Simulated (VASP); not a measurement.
A run of VASP 6.6.1 is set up as follows.

INCAR

```
PREC = Accurate
ENCUT = 520
EDIFF = 1E-8
ISMEAR = -1
SIGMA = 0.08
LREAL = F
LASPH = T
NELM = 60
ALGO = Normal
ISIF = 2
LWAVE = F
LCHARG = F
GGA = PE
LEFG = T
NBANDS = 10
```

File KPOINTS:

```
Automatic mesh
0
Gamma
  10 10 10
```

The input POSCAR:

```
K
1.0
   -2.6693463691      2.6693463691      2.6693463691
    2.6693463691     -2.6693463691      2.6693463691
    2.6693463691      2.6693463691     -2.6693463691
K
1
Direct
    0.0000000000      0.0000000000      0.0000000000
```

Potentials or basis: VASP PAW PBE potentials, release 64 (K_sv).

Launch:

```sh
$ cat potpaw_PBE.64/K_sv/POTCAR > POTCAR
$ mpirun -np 1 vasp_std > vasp.out
```

Problem. What does it give for the band gap on the k mesh?

Solution. Zero (an odd number of electrons rules out a gap without spin polarisation).

Problem. What does it give for the pressure?

Solution. -0.1 GPa.
